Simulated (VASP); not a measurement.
Runs of VASP 6.6.1 on CsH. The structure is that of space group Fm-3m (No. 225), or close to it. The cells are those of the table. 

| task | cell | k mesh | cutoff (eV) | smearing | gap on the mesh (eV) | pressure (GPa) |
| --- | --- | --- | --- | --- | --- | --- |
| single point | a = 4.142 Å, angles 60.0°, 2 atoms | 8 × 8 × 8 | 520 | gaussian 0.02 eV | 2.25 | 4.2 |
| single point | a = 3.131 Å, angles 60.0°, 2 atoms | 16 × 16 × 16 | 520 | gaussian 0.1 eV | none | (a) |
| relaxation of cell and atoms | relaxed to 12 GPa from a = 4.033 Å, angles 60.0°, 2 atoms | 8 × 8 × 8 | 600 | gaussian 0.02 eV | (b) | 12.0 |
| single point | a = 3.335 Å, angles 60.0°, 2 atoms | 10 × 10 × 10 | 520 | gaussian 0.02 eV | none | 53.4 |

Alike in all rows: level r2SCAN; potentials or basis VASP PAW PBE potentials, release 64 (Cs_sv, H); no spin polarisation.

Q: Estimate the missing entries.

A: (a) 97.6; (b) 1.73.

Caveats: the PAW data sets were made with another functional, which shifts forces and pressure a little; spin-orbit coupling is left out, which moves the levels of the heavy elements; the cell stands under pressure (at least some runs); the cell is relaxed towards a set pressure, so the run minimises the enthalpy, not the energy (at least some runs).

A k mesh can miss the band edges, and the runs leave out spin-orbit coupling on Cs.

A gap of «none» marks levels without a gap at the run's occupations.
